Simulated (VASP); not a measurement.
# CaO (kl) (Fm-3m) in VASP: a series of runs

Runs on CaO (kl). Level: LDA. Tasks: single point, relaxation of cell and atoms.

Everything below comes from runs of VASP 6.6.1. Logs are shortened: lines on timing, memory, paths and dates and some standing lists are left out, and cuts for length are marked.

## (1) The cell of the first run

Symmetry: Fm-3m, No. 225, cubic system. Conventional cell: a = 4.907 Å, b = 4.907 Å, c = 4.907 Å, α = 90.00°, β = 90.00°, γ = 90.00°. Ca (site symmetry m-3m) has 6 O at 2.45 Å within 3.2 Å. Within 3.2 Å of O (site symmetry m-3m) lie 6 Ca at 2.45 Å.

## (2) Single point, LDA

File INCAR:

```
PREC = Accurate ; ENCUT = 600
EDIFF = 1E-6 ; ISMEAR = 0
SIGMA = 0.1 ; LREAL = False
LASPH = True ; NELM = 120
ALGO = Normal ; ISIF = 2
LWAVE = False ; LCHARG = False
NBANDS = 15 ; GGA_COMPAT = False
```

File KPOINTS:

```
Automatic mesh
0
Gamma
  6 6 6
```

File POSCAR:

```
CaO
1.0
    0.0000000000      2.4535000000      2.4535000000
    2.4535000000      0.0000000000      2.4535000000
    2.4535000000      2.4535000000      0.0000000000
Ca O
1 1
Direct
    0.0000000000      0.0000000000      0.0000000000
    0.5000000000      0.5000000000      0.5000000000
```

Potentials or basis: VASP PAW LDA potentials, release 64 (Ca_sv, O).

On the command line:

```
$ cat potpaw_LDA.64/Ca_sv/POTCAR potpaw_LDA.64/O/POTCAR > POTCAR
$ mpirun -np 1 vasp_std > vasp.out
```

OUTCAR:

```text
PREC = Accurate
   ENCUT = 600
   EDIFF = 1E-6
   ISMEAR = 0
   LREAL = False
   LASPH = True
   NELM = 120
   ISIF = 2

 ion  position               nearest neighbor table
   1  0.000  0.000  0.000-   2 2.45   2 2.45   2 2.45   2 2.45   2 2.45   2 2.45
   2  0.500  0.500  0.500-   1 2.45   1 2.45   1 2.45   1 2.45   1 2.45   1 2.45

  LATTYP: Found a face centered cubic cell.
 ALAT       =     4.9070000000

  Lattice vectors:

 A1 = (   0.0000000000,   2.4535000000,   2.4535000000)
 A2 = (   2.4535000000,   0.0000000000,   2.4535000000)
 A3 = (   2.4535000000,   2.4535000000,   0.0000000000)

Analysis of symmetry for initial positions (statically):
=====================================================================
 Subroutine PRICEL returns:
 Original cell was already a primitive cell.

 Routine SETGRP: Setting up the symmetry group for a
 face centered cubic supercell.

 Subroutine GETGRP returns: Found 48 space group operations
[... 9 lines left out ...]

 Routine SETGRP: Setting up the symmetry group for a
 face centered cubic supercell.

 Subroutine GETGRP returns: Found 48 space group operations
[... 11 lines left out ...]
                                     Primitive cell

  volume of cell :      29.5385

  direct lattice vectors                    reciprocal lattice vectors
     0.000000000  2.453500000  2.453500000    -0.203790503  0.203790503  0.203790503
     2.453500000  0.000000000  2.453500000     0.203790503 -0.203790503  0.203790503
     2.453500000  2.453500000  0.000000000     0.203790503  0.203790503 -0.203790503

  length of vectors
     3.469772975  3.469772975  3.469772975     0.352975506  0.352975506  0.352975506

  position of ions in fractional coordinates (direct lattice)
     0.000000000  0.000000000  0.000000000
     0.500000000  0.500000000  0.500000000

  ion indices of the primitive-cell ions
   primitive index   ion index
                 1           1
                 2           2

----------------------------------------------------------------------------------------

 KPOINTS: Automatic mesh

Automatic generation of k-mesh.
 Grid dimensions read from file:
 generate k-points for:    6    6    6

 Generating k-lattice:

  Cartesian coordinates                     Fractional coordinates (reciprocal lattice)
    -0.033965084  0.033965084  0.033965084     0.166666667  0.000000000  0.000000000
     0.033965084 -0.033965084  0.033965084     0.000000000  0.166666667  0.000000000
     0.033965084  0.033965084 -0.033965084     0.000000000  0.000000000  0.166666667

  Length of vectors
     0.058829251  0.058829251  0.058829251

  Shift w.r.t. Gamma in fractional coordinates (k-lattice)
     0.000000000  0.000000000  0.000000000

 Subroutine IBZKPT returns following result:
 ===========================================

 Found     16 irreducible k-points:

 Following reciprocal coordinates:
            Coordinates               Weight
  0.000000  0.000000  0.000000      1.000000
  0.166667  0.000000  0.000000      8.000000
  0.333333  0.000000  0.000000      8.000000
  0.500000  0.000000  0.000000      4.000000
  0.166667  0.166667  0.000000      6.000000
  0.333333  0.166667  0.000000     24.000000
[... 8 lines left out ...]
 -0.333333  0.333333  0.166667     24.000000
 -0.333333  0.500000  0.166667     12.000000
   k-points           NKPTS =     16   k-points in BZ     NKDIM =     16   number of bands    NBANDS=     15
   number of dos      NEDOS =    301   number of ions     NIONS =      2
   total plane-waves  NPLWV =  21952
   dimension x,y,z NGX =    28 NGY =   28 NGZ =   28
   dimension x,y,z NGXF=    56 NGYF=   56 NGZF=   56
   ions per type =               1   1
   NGX,Y,Z   is equivalent  to a cutoff of  13.42, 13.42, 13.42 a.u.
   NGXF,Y,Z  is equivalent  to a cutoff of  26.83, 26.83, 26.83 a.u.
 SYSTEM =  unknown system
   PREC   = accura    normal or accurate (medium, high low for compatibility)
   ISTART =      0    job   : 0-new  1-cont  2-samecut
   ICHARG =      2    charge: 1-file 2-atom 10-const
   ISPIN  =      1    spin polarized calculation?
   LNONCOLLINEAR =      F non collinear calculations
   LSORBIT =      F    spin-orbit coupling
   LASPH  =      T    aspherical Exc in radial PAW
   ENCUT  =  600.0 eV  44.10 Ry    6.64 a.u.   6.93  6.93  6.93*2*pi/ulx,y,z
   NELM   =    120;   NELMIN=  2; NELMDL= -5     # of ELM steps
   EDIFF  = 0.1E-05   stopping-criterion for ELM
   LREAL  =      F    real-space projection
   EDIFFG = 0.1E-04   stopping-criterion for IOM
   NSW    =      0    number of steps for IOM
   IBRION =     -1    ionic relax: 0-MD 1-quasi-New 2-CG
   NFREE  =      0    steps in history (QN), initial steepest desc. (CG)
   ISIF   =      2    stress and relaxation
   ISYM   =      2    0-nonsym 1-usesym 2-fastsym
   POTIM  = 0.5000    time-step for ionic-motion
   TEBEG  =    0.0;   TEEND  =   0.0 temperature during run
   PSTRESS=    0.0 pullay stress
[... 127 lines left out ...]
     10       6.8892      0.00000
     11       8.5281      0.00000
     12       8.5281      0.00000
     13       9.3290      0.00000
     14      10.2720      0.00000
     15      17.3652      0.00000

 k-point     6 :       0.3333    0.1667    0.0000
  band No.  band energies     occupation
      1     -35.5850      2.00000
      2     -17.2887      2.00000
      3     -16.8233      2.00000
      4     -16.8205      2.00000
      5     -12.8245      2.00000
      6      -0.1036      2.00000
      7       0.9800      2.00000
      8       1.1438      2.00000
      9       6.7231      0.00000
     10       8.2334      0.00000
     11       9.3106      0.00000
     12       9.4273      0.00000
     13      10.0725      0.00000
     14      11.2412      0.00000
     15      16.9233      0.00000

 k-point     7 :       0.5000    0.1667    0.0000
  band No.  band energies     occupation
      1     -35.5568      2.00000
      2     -17.5141      2.00000
      3     -16.8775      2.00000
      4     -16.8235      2.00000
      5     -12.5854      2.00000
      6      -0.4911      2.00000
      7       0.5572      2.00000
      8       0.7273      2.00000
      9       7.6320      0.00000
     10       8.8191      0.00000
     11       9.8782      0.00000
[... 82 lines left out ...]
      4     -16.8489      2.00000
      5     -12.7518      2.00000
      6      -0.0164      2.00000
      7       0.5331      2.00000
      8       0.7575      2.00000
      9       7.3548      0.00000
     10       8.6978      0.00000
     11       9.8481      0.00000
     12       9.9880      0.00000
     13      11.2997      0.00000
     14      14.2010      0.00000
     15      14.6906      0.00000

 k-point    13 :       0.5000    0.5000    0.0000
  band No.  band energies     occupation
      1     -35.5378      2.00000
      2     -17.2550      2.00000
      3     -16.9337      2.00000
      4     -16.9337      2.00000
      5     -13.1719      2.00000
      6       0.3345      2.00000
      7       1.2797      2.00000
      8       1.2797      2.00000
      9       5.1467      0.00000
     10       9.2267      0.00000
     11      10.1902      0.00000
     12      10.7888      0.00000
     13      10.7888      0.00000
     14      12.1557      0.00000
     15      14.0686      0.00000

 k-point    14 :       0.5000    0.3333    0.1667
  band No.  band energies     occupation
      1     -35.5574      2.00000
      2     -17.3393      2.00000
      3     -16.9583      2.00000
      4     -16.8525      2.00000
      5     -12.7756      2.00000
      6      -0.1307      2.00000
      7       0.7517      2.00000
      8       0.9221      2.00000
      9       6.8180      0.00000
     10       8.7335      0.00000
     11       9.7016      0.00000
     12       9.9682      0.00000
     13      10.9128      0.00000
     14      12.2528      0.00000
     15      15.8276      0.00000

 k-point    15 :      -0.3333    0.3333    0.1667
  band No.  band energies     occupation
      1     -35.5436      2.00000
      2     -17.3386      2.00000
      3     -17.0204      2.00000
      4     -16.9016      2.00000
      5     -12.7513      2.00000
      6      -0.0180      2.00000
      7       0.5869      2.00000
      8       0.7023      2.00000
      9       7.8706      0.00000
     10       7.8816      0.00000
     11       9.8748      0.00000
     12      10.3592      0.00000
     13      11.2826      0.00000
     14      13.8017      0.00000
     15      14.3867      0.00000

 k-point    16 :      -0.3333    0.5000    0.1667
  band No.  band energies     occupation
      1     -35.5372      2.00000
      2     -17.1759      2.00000
      3     -17.0418      2.00000
      4     -17.0152      2.00000
      5     -12.9438      2.00000
      6       0.4358      2.00000
      7       0.6389      2.00000
      8       0.8504      2.00000
      9       6.4567      0.00000
     10       8.9550      0.00000
     11       9.5550      0.00000
     12      10.7928      0.00000
     13      10.9219      0.00000
     14      13.8140      0.00000
     15      14.2648      0.00000

------------------------ aborting loop because EDIFF is reached ----------------------------------------

  FORCE on cell =-STRESS in cart. coord.  units (eV):
  Direction    XX          YY          ZZ          XY          YZ          ZX
  --------------------------------------------------------------------------------------
  -------------------------------------------------------------------------------------
  Total       -2.1581826     -2.1581826     -2.1581826      0.0000000     -0.0000000     -0.0000000
  in kB     -117.0605545   -117.0605545   -117.0605545      0.0000000     -0.0000000     -0.0000000
  external PRESSURE =    -117.0605545 kB  Pullay stress =       0.0000000 kB

 VOLUME and BASIS-vectors are now :
 -----------------------------------------------------------------------------
  energy-cutoff  :      600.00
  volume of cell :       29.54
      direct lattice vectors                 reciprocal lattice vectors
     0.000000000  2.453500000  2.453500000    -0.203790503  0.203790503  0.203790503
     2.453500000  0.000000000  2.453500000     0.203790503 -0.203790503  0.203790503
     2.453500000  2.453500000  0.000000000     0.203790503  0.203790503 -0.203790503

 POSITION                                       TOTAL-FORCE (eV/Angst)
 -----------------------------------------------------------------------------------
      0.00000      0.00000      0.00000         0.000000     -0.000000      0.000000
      2.45350      2.45350      2.45350        -0.000000      0.000000     -0.000000
 -----------------------------------------------------------------------------------
    total drift:                                0.000000      0.000000      0.000000

  FREE ENERGIE OF THE ION-ELECTRON SYSTEM (eV)
  ---------------------------------------------------
  free  energy   TOTEN  =       -14.0951307528 eV

  energy  without entropy=      -14.0951307528  energy(sigma->0) =      -14.09513075
```

Wall time 24 s (1 thread of AMD EPYC 7R13, shared host); peak memory 0.11 GiB.

Results:

| Quantity | Value |
| --- | --- |
| Free energy | -14.0951 eV |
| Pressure | -11.7 GPa |
| Band gap on the k mesh | 3.48 eV, indirect (least direct gap 3.87 eV) |

A k mesh can miss the band edges.

## (3) Single point, LDA

This run uses another cell than the first one, of 13.07 Å³/atom, 0.885 times its volume.

File INCAR:

```
SYSTEM = CaO
PREC     = Accurate       ! precision mode
ENCUT    = 600            ! plane-wave cutoff, eV
EDIFF    = 1E-6           ! SCF threshold, eV
ISMEAR   = 0              ! smearing method
SIGMA    = 0.1            ! smearing width, eV
LREAL    = .FALSE.        ! projectors in reciprocal space
LASPH    = .TRUE.         ! aspherical terms in the spheres
NELM     = 120            ! most SCF steps
ALGO     = Normal         ! electronic algorithm
ISIF     = 2              ! what is computed and relaxed
LWAVE    = .FALSE.        ! write WAVECAR
LCHARG   = .FALSE.        ! write CHGCAR
GGA      = CA             ! functional
NBANDS   = 15             ! bands
GGA_COMPAT= .FALSE.
```

File KPOINTS:

```
Automatic mesh
0
G
  8 8 8
  0 0 0
```

File POSCAR:

```
CaO
1.0
    0.0000000000      2.3557358099      2.3557358099
    2.3557358099      0.0000000000      2.3557358099
    2.3557358099      2.3557358099      0.0000000000
Ca O
1 1
Direct
    0.0000000000      0.0000000000      0.0000000000
    0.5000000000      0.5000000000      0.5000000000
```

Potentials or basis: VASP PAW LDA potentials, release 64 (Ca_sv, O).

On the command line:

```
$ cat potpaw_LDA.64/Ca_sv/POTCAR potpaw_LDA.64/O/POTCAR > POTCAR
$ mpirun -np 1 vasp_std > vasp.out
```

Run time: 42 s. Hardware: 1 thread of AMD EPYC 7R13, shared host; peak memory 0.12 GiB.

It converged, with:

```
Free energy            : -14.2234 eV
Pressure               : 0.6 GPa
Band gap on the k mesh : 3.42 eV, indirect (least direct gap 3.78 eV)
```

Levels at points of the mesh, in eV from the valence-band top:
| k point | band 5 | band 6 | band 7 | band 8 | band 9 | band 10 | band 11 | band 12 |
| --- | --- | --- | --- | --- | --- | --- | --- | --- |
| (0.00, 0.00, 0.00) | -15.33 | 0.00 | 0.00 | 0.00 | 5.06 | 6.24 | 6.24 | 6.24 |
| (0.50, 0.00, 0.00) | -13.80 | -2.86 | -1.36 | -1.36 | 7.23 | 8.63 | 8.63 | 8.77 |
| (0.50, 0.50, 0.00) | -15.08 | -1.27 | -0.36 | -0.36 | 3.42 | 8.47 | 9.22 | 9.95 |

A k mesh can miss the band edges.

## (4) Single point, LDA

This run uses another cell than the first one, of 13.04 Å³/atom, 0.883 times its volume.

File INCAR:

```
SYSTEM = CaO
PREC = Accurate
ENCUT = 600
EDIFF = 1E-6
ISMEAR = 0
SIGMA = 0.02
LREAL = .False.
LASPH = .True.
NELM = 120
ALGO = Normal
ISIF = 2
LWAVE = .False.
LCHARG = .False.
GGA = CA
NBANDS = 15
GGA_COMPAT = .False.
```

File KPOINTS:

```
Automatic mesh
0
Gamma
  8 8 8
  0 0 0
```

File POSCAR:

```
CaO
1.0
    0.0000000000      2.3537266236      2.3537266236
    2.3537266236      0.0000000000      2.3537266236
    2.3537266236      2.3537266236      0.0000000000
Ca O
1 1
Direct
    0.0000000000      0.0000000000      0.0000000000
    0.5000000000      0.5000000000      0.5000000000
```

On the command line:

```
$ cat potpaw_LDA.64/Ca_sv/POTCAR potpaw_LDA.64/O/POTCAR > POTCAR
$ mpirun -np 1 vasp_std > vasp.out
```

Wall time 37 s (1 thread of AMD EPYC 7R13, shared host); peak memory 0.12 GiB.

The run converged. Its results:

| Item | Value |
| --- | --- |
| Free energy | -14.2230 eV |
| Pressure | 0.9 GPa |
| Band gap on the k mesh | 3.42 eV, indirect (least direct gap 3.78 eV) |

Levels at points of the mesh, in eV from the valence-band top:
| k point | band 6 | band 7 | band 8 | band 9 | band 10 | band 11 |
| --- | --- | --- | --- | --- | --- | --- |
| (0.00, 0.00, 0.00) | 0.00 | 0.00 | 0.00 | 5.09 | 6.25 | 6.25 |
| (0.50, 0.00, 0.00) | -2.86 | -1.36 | -1.36 | 7.25 | 8.65 | 8.65 |
| (0.50, 0.50, 0.00) | -1.27 | -0.36 | -0.36 | 3.42 | 8.49 | 9.23 |

## (5) Relaxation of cell and atoms, LDA

This run uses another cell than the first one, of 13.07 Å³/atom, 0.885 times its volume.

File INCAR:

```
SYSTEM = CaO
ALGO = Normal
EDIFF = 1E-7
EDIFFG = -0.002
ENCUT = 600
GGA = CA
GGA_COMPAT = .False.
IBRION = 2
ISIF = 3
ISMEAR = 0
LASPH = .True.
LCHARG = .False.
LREAL = .False.
LWAVE = .False.
NELM = 120
NELMIN = 4
NSW = 100
PREC = Accurate
SIGMA = 0.02
```

File KPOINTS:

```
k-points
0
Gamma
  8 8 8
  0 0 0
```

File POSCAR:

```
CaO
1.0
    0.0000000000      2.3557358099      2.3557358099
    2.3557358099      0.0000000000      2.3557358099
    2.3557358099      2.3557358099      0.0000000000
Ca O
1 1
Direct
    0.0000000000      0.0000000000      0.0000000000
    0.5000000000      0.5000000000      0.5000000000
```

On the command line:

```
$ cat potpaw_LDA.64/Ca_sv/POTCAR potpaw_LDA.64/O/POTCAR > POTCAR
$ mpirun -np 1 vasp_std > vasp.out
```

Wall time 78 s (1 thread of AMD EPYC 7R13, shared host); peak memory 0.12 GiB.

Results (log left out):

```
Free energy                            : -14.2236 eV
Relaxed volume                         : 13.13 Å³/atom
Relaxed cell                           : a = 3.336 Å, b = 3.336 Å, c = 3.336 Å, α = 60.00°, β = 60.00°, γ = 60.00°
Space group after relaxing (to 0.05 Å) : Fm-3m (No. 225)
Energy gained by relaxing              : 0.1 meV/atom
Ionic steps                            : 3
Pressure after relaxing                : 0.0 GPa
Band gap on the k mesh                 : 3.43 eV, indirect (least direct gap 3.79 eV)
```

The path:
| step | energy change (eV) | largest force (eV/Å) | pressure (GPa) | volume (Å³) |
| --- | --- | --- | --- | --- |
| 1 | 0.0000 | 0.0000 | 0.54 | 26.15 |
| 2 | -0.0001 | 0.0000 | -0.29 | 26.31 |
| 3 | -0.0002 | 0.0000 | 0.00 | 26.25 |

Final structure:
```yaml
crystal:
  lattice:
    - [0.00000, 2.35897, 2.35897]
    - [2.35897, 0.00000, 2.35897]
    - [2.35897, 2.35897, 0.00000]
  atoms:
    - { symbol: Ca, position: [0.00000, 0.00000, 0.00000] }
    - { symbol: O, position: [0.50000, 0.50000, 0.50000] }
```

Levels at points of the mesh, in eV from the valence-band top:
```tsv
k point	band 4	band 5	band 6	band 7	band 8	band 9	band 10	band 11	band 12
(0.00, 0.00, 0.00)	-17.85	-15.32	0.00	0.00	0.00	5.03	6.24	6.24	6.24
(0.50, 0.00, 0.00)	-17.91	-13.81	-2.85	-1.35	-1.35	7.21	8.61	8.61	8.74
(0.50, 0.50, 0.00)	-18.14	-15.07	-1.27	-0.36	-0.36	3.43	8.44	9.19	9.92
```

## (6) Summary

| task | cell | k mesh | smearing | gap on the mesh (eV) | pressure (GPa) |
| --- | --- | --- | --- | --- | --- |
| single point | a = 3.470 Å, angles 60.0°, 2 atoms | 6 × 6 × 6 | gaussian 0.1 eV | 3.48 | -11.7 |
| single point | a = 3.332 Å, angles 60.0°, 2 atoms | 8 × 8 × 8 | gaussian 0.1 eV | 3.42 | 0.6 |
| single point | a = 3.329 Å, angles 60.0°, 2 atoms | 8 × 8 × 8 | gaussian 0.02 eV | 3.42 | 0.9 |
| relaxation of cell and atoms | relaxed from a = 3.332 Å, angles 60.0°, 2 atoms | 8 × 8 × 8 | gaussian 0.02 eV | 3.43 | 0.0 |

Alike in all rows: level LDA; potentials or basis VASP PAW LDA potentials, release 64 (Ca_sv, O); no spin polarisation; cutoff (eV) 600.

Absolute energies hang on the potentials; compare differences alone.
